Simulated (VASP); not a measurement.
Write the native input for VASP 6.6.1 that does the following.

```yaml
Task: single point
Functional: PBEsol
Potentials_or_basis: VASP PAW PBE potentials, release 64 (Mg, O)
Cutoff: 520 eV
k_mesh: 9 × 9 × 6
Occupations: gaussian, width 0.05 eV
Spin: no spin polarisation
Dipole_correction: no
Further_INCAR_settings: ALGO = Normal; EDIFF = 1e-07; NBANDS = 16
```

The structure of MgO lies in POSCAR:

```
MgO
1.0
    3.3258200135      0.0000000000      0.0000000000
   -1.6629100067      2.8802446201      0.0000000000
    0.0000000000      0.0000000000      4.9521460001
Mg O
2 2
Direct
    0.3333333333      0.6666666667      0.0154725274
    0.6666666667      0.3333333333      0.5154725274
    0.3333333333      0.6666666667      0.4009416620
    0.6666666667      0.3333333333      0.9009416620
```

This cell differs from its parent crystal: c/a of the conventional cell at fixed volume 1.4890.

These files were run (other wordings do the same):

INCAR

```
SYSTEM = MgO
PREC = Accurate
ENCUT = 520
EDIFF = 1E-7
ISMEAR = 0
SIGMA = 0.05
LREAL = .FALSE.
LASPH = .TRUE.
NELM = 80
ALGO = Normal
ISIF = 2
LWAVE = .FALSE.
LCHARG = .FALSE.
GGA = PS
NBANDS = 16
```

KPOINTS

```
regular mesh
0
G
  9 9 6
  0 0 0
```

Potentials or basis: VASP PAW PBE potentials, release 64 (Mg, O).

Run with:

```sh
$ cat potpaw_PBE.64/Mg/POTCAR potpaw_PBE.64/O/POTCAR > POTCAR
$ mpirun -np 1 vasp_std > vasp.out
```

It gave:

* Pressure: 0.5 GPa
* Largest force: 0.758 eV/Å
* Band gap on the k mesh: 3.40 eV, direct

Caveat: the PAW data sets were made with another functional, which shifts forces and pressure a little.

Wall time 20 s on 1 thread of Intel(R) Xeon(R) 6975P-C (Granite Rapids), on a shared host, peak memory 0.19 GiB.
